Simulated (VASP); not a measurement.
The system is Al2Pt.

```
CELL_PARAMETERS angstrom
0.00000 2.93517 2.93517
2.93517 0.00000 2.93517
2.93517 2.93517 0.00000
ATOMIC_POSITIONS crystal
Pt 0.00000 0.00000 0.00000
Al 0.75000 0.75000 0.75000
Al 0.25000 0.25000 0.25000
```

This cell differs from its parent crystal: volume scaled by 0.98.

Program: VASP 6.6.1. Alike in all runs: task single point; no spin polarisation; cell as given; k mesh 8 × 8 × 8; cutoff (eV) 520; smearing fermi-dirac 0.05 eV.

**Question.** Order these runs on this cell by their pressure, lowest first.
A. level LDA; potentials or basis VASP PAW LDA potentials, release 64 (Pt, Al)
B. level PBE; potentials or basis VASP PAW PBE potentials, release 64 (Pt, Al)
C. level PBEsol; potentials or basis VASP PAW PBE potentials, release 64 (Pt, Al)

**Answer.** A (-0.8 GPa), C (1.9 GPa), B (5.3 GPa).

Caveats: the PAW data sets were made with another functional, which shifts forces and pressure a little (some runs).
